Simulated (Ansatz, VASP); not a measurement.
# Two plane-wave programs on Al

```
Al
1.0
     1.40302    2.48264   -0.01764
     0.04611    0.00719   -4.68968
    -4.22714    2.49308    0.03792
Al
4
Direct
  0.99162 0.24244 0.67098
  0.49620 0.23929 0.16513
  0.50400 0.75490 0.84960
  0.00818 0.76337 0.31429
```

Change from the starting cell: cell x2, atoms moved at random (sigma 0.05 Å) and cell strained at random (1.5 %), then relaxed without symmetry.

Alike in both runs: task relaxation of cell and atoms; functional PBE; k mesh 8 × 6 × 4; occupations gaussian, width 0.2 eV; no spin polarisation.

```csv
,VASP,Ansatz
version,VASP 6.6.1,Ansatz 0.2.0
potentials or method,"VASP PAW PBE potentials, release 64 (Al), cutoff 600 eV","scalar-relativistic, plane waves, PAW"
valence electrons in the cell,12,12
```

Ansatz gave:

* gap on the k mesh at the Fermi level, each at its own relaxed structure (eV): none
* relaxed volume (Å³/atom): 16.66
* relaxed length of the cell vector where the two differ most in proportion (Å): 2.820

Estimate VASP's values.

gap on the k mesh at the Fermi level, each at its own relaxed structure (eV): none; relaxed volume (Å³/atom): 16.66; relaxed length of the cell vector where the two differ most in proportion (Å): 2.821.

A gap of «none» marks a metal or a gap that the smearing closes.
